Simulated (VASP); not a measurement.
Crystal: SiSbTe3.

```
Si Sb Te
1.0
     5.37397    0.00000    0.00000
     0.00000    5.37397    0.00000
     0.00000    0.00000    5.37397
Si Sb Te
1 1 3
Direct
  0.00000 0.00000 0.00000
  0.50000 0.50000 0.50000
  0.50000 0.00000 0.00000
  0.00000 0.50000 0.00000
  0.00000 0.00000 0.50000
```

```yaml
Program: VASP 6.6.1
Task: relaxation of cell and atoms
Functional: PBE
Potentials_or_basis: VASP PAW PBE potentials, release 64 (Si, Sb, Te)
Cutoff: 600 eV
k_mesh: 4 × 4 × 4
Occupations: gaussian, width 0.1 eV
Spin: no spin polarisation
```

At the start: pressure -1.9 GPa; volume 31.04 Å³/atom.

**Question.** Where does the relaxation end?

**Answer.** Over 3 steps the energy falls by 8.2 meV/atom and the volume is 29.69 Å³/atom (-4.3 %); space group Pm-3m (No. 221, to 0.05 Å).

The path:
| step | energy change (eV) | largest force (eV/Å) | pressure (GPa) | volume (Å³) |
| --- | --- | --- | --- | --- |
| 1 | 0.0000 | 0.0000 | -1.86 | 155.20 |
| 2 | -0.0392 | 0.0000 | 0.40 | 147.22 |
| 3 | -0.0408 | 0.0000 | 0.00 | 148.47 |

Final structure:
```
CELL_PARAMETERS angstrom
5.29515 0.00000 0.00000
0.00000 5.29515 0.00000
0.00000 0.00000 5.29515
ATOMIC_POSITIONS crystal
Si 0.00000 0.00000 0.00000
Sb 0.50000 0.50000 0.50000
Te 0.50000 0.00000 0.00000
Te 0.00000 0.50000 0.00000
Te 0.00000 0.00000 0.50000
```
